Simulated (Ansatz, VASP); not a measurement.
# Two plane-wave programs on TiSiTe3

File INCAR:

```
SYSTEM = TiSiTe3
PREC = Accurate
ENCUT = 600
EDIFF = 1E-6
ISMEAR = 0
SIGMA = 0.1
LREAL = .False.
LASPH = .True.
NELM = 100
ALGO = Normal
ISIF = 3
LWAVE = .False.
LCHARG = .False.
GGA = PE
IBRION = 2
NSW = 90
EDIFFG = -0.04
```

The input KPOINTS:

```
Automatic mesh
0
Gamma
  6 6 4
  0 0 0
```

Contents of POSCAR:

```
TiSiTe3
1.0
    4.8806531500      0.0000000000      0.0000000000
   -2.4403265800      4.2267696200      0.0000000000
    0.0000000000      0.0000000000      5.8577666800
Ti Si Te
1 1 3
Direct
    0.3333333300      0.6666666700      0.0000000000
    0.0000000000      0.0000000000      0.5000000000
    0.6666666700      0.3333333300      0.2489190000
    0.6666666700      0.3333333300      0.7510810000
    0.0000000000      0.0000000000      0.0000000000
```

Input for Ansatz:

```yaml
crystal:
  lattice:
    - [4.88065315, 0.0, 0.0]
    - [-2.44032658, 4.22676962, 0.0]
    - [0.0, 0.0, 5.85776668]
  atoms:
    - { symbol: Ti, position: [0.33333333, 0.66666667, 0.0] }
    - { symbol: Si, position: [0.0, 0.0, 0.5] }
    - { symbol: Te, position: [0.66666667, 0.33333333, 0.248919] }
    - { symbol: Te, position: [0.66666667, 0.33333333, 0.751081] }
    - { symbol: Te, position: [0.0, 0.0, 0.0] }
basis:
  ecutwfc: 420
kpoints:
  mp_grid: { grid: [6, 6, 4] }
hamiltonian:
  xc: pbe
scf:
  occupations: { method: gaussian, width: 0.1 }
  lower_state_search: "off"
output:
  forces: true
  stress: true
  eigenvalues: true
relax:
  adjacent_minimum: "off"
  f_tol: 0.04
  max_steps: 70
  cell: { stress_tol: 0.4 }
```

Change from the starting cell: species swapped into the GaFe3As type (P-6m2, No. 187).

Alike in both runs: task relaxation of cell and atoms; functional PBE; k mesh 6 × 6 × 4; occupations gaussian, width 0.1 eV; no spin polarisation.

|  | VASP | Ansatz |
| --- | --- | --- |
| version | VASP 6.6.1 | Ansatz 0.2.0 |
| potentials or method | VASP PAW PBE potentials, release 64 (Ti_sv, Si, Te), cutoff 600 eV | scalar-relativistic, plane waves, PAW |
| valence electrons in the cell | 34 | 64 |

Ansatz gave:

```
gap on the k mesh at the Fermi level, each at its own relaxed structure (eV) : none
relaxed volume (Å³/atom)                                                     : 28.42
relaxed cell length with the largest relative difference (Å)                 : 8.083
```

Q: Estimate VASP's values.

A: gap on the k mesh at the Fermi level, each at its own relaxed structure (eV): none; relaxed volume (Å³/atom): 28.33; relaxed cell length with the largest relative difference (Å): 8.049.

A gap of «none» marks a metal or a gap that the smearing closes. VASP's potentials hold 34 valence electrons a cell and Ansatz's 64, so a difference there can come from the potentials and not from the codes.

Neither program's run includes spin-orbit coupling. Noted on VASP's run: the volume moved by over 15 % at a fixed basis, so the end points are rough.
